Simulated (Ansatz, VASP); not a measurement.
One calculation of GaN, two programs

```
Ga N
1.0
     0.00000    2.25350    2.25350
     2.25350    0.00000    2.25350
     2.25350    2.25350    0.00000
Ga N
1 1
Direct
  0.00000 0.00000 0.00000
  0.25000 0.25000 0.25000
```

Alike in both runs: functional PBEsol-based screened hybrid with a share of 0.25 of exact exchange and HFSCREEN = 0.207; k mesh 5 × 5 × 5; occupations fermi-dirac, width 0.05 eV; no spin polarisation.

|  | VASP | Ansatz |
| --- | --- | --- |
| version | VASP 6.6.1 | Ansatz 0.2.0 |
| potentials or method | VASP PAW PBE potentials, release 64 (Ga_d, N) | Ansatz PAW |
| plane-wave cutoff (eV) | 520 | 420 |
| valence electrons in the cell | 18 | 18 |
| task | single point | band structure |

Ansatz gave:

- gap on the k mesh at the Fermi level (eV): 2.92
- least direct gap on the mesh (eV): 2.92
- pressure (GPa): -5.5

Q: Estimate VASP's values.

A: gap on the k mesh at the Fermi level (eV): 2.95; least direct gap on the mesh (eV): 2.95; pressure (GPa): -5.6.

VASP's potentials were made for PBE, not for PBEsol-based screened hybrid.

The k mesh is coarse, so the values compare programs but aren't converged.
